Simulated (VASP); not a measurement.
A run of VASP 6.6.1:

Contents of INCAR:

```
  PREC = Accurate
  ENCUT = 600
  EDIFF = 1E-7
  ISMEAR = 0
  SIGMA = 0.1
  LREAL = False
  LASPH = True
  NELM = 60
  ALGO = Normal
  ISIF = 3
  LWAVE = False
  LCHARG = False
  GGA = CA
  IBRION = 2
  NSW = 80
  EDIFFG = -0.003
  PSTRESS = 100.0
```

File KPOINTS:

```
Automatic mesh
0
Gamma
  6 6 6
```

POSCAR

```
Al2O3
1.0
    2.3802500000      1.3742379782      4.3318666667
   -2.3802500000      1.3742379782      4.3318666667
    0.0000000000     -2.7484759565      4.3318666667
Al O
4 6
Direct
    0.3521600000      0.3521600000      0.3521600000
    0.1478400000      0.1478400000      0.1478400000
    0.6478400000      0.6478400000      0.6478400000
    0.8521600000      0.8521600000      0.8521600000
    0.5566800000      0.9433200000      0.2500000000
    0.2500000000      0.5566800000      0.9433200000
    0.9433200000      0.2500000000      0.5566800000
    0.4433200000      0.0566800000      0.7500000000
    0.7500000000      0.4433200000      0.0566800000
    0.0566800000      0.7500000000      0.4433200000
```

Potentials or basis: VASP PAW LDA potentials, release 64 (Al, O).

Run with:

```sh
$ cat potpaw_LDA.64/Al/POTCAR potpaw_LDA.64/O/POTCAR > POTCAR
$ mpirun -np 1 vasp_std > vasp.out
```

Hardware: 1 thread of Intel(R) Xeon(R) Platinum 8259CL CPU @ 2.50GHz (Skylake/Cascade Lake), with other jobs on the host.

Question: Estimate the wall time of this run.

Answer: Run time: 9.2 min on 1 thread of Intel(R) Xeon(R) Platinum 8259CL CPU @ 2.50GHz (Skylake/Cascade Lake) (shared host), peak memory 0.26 GiB. Counts: scf iterations 69, k points 32, ion steps 12.
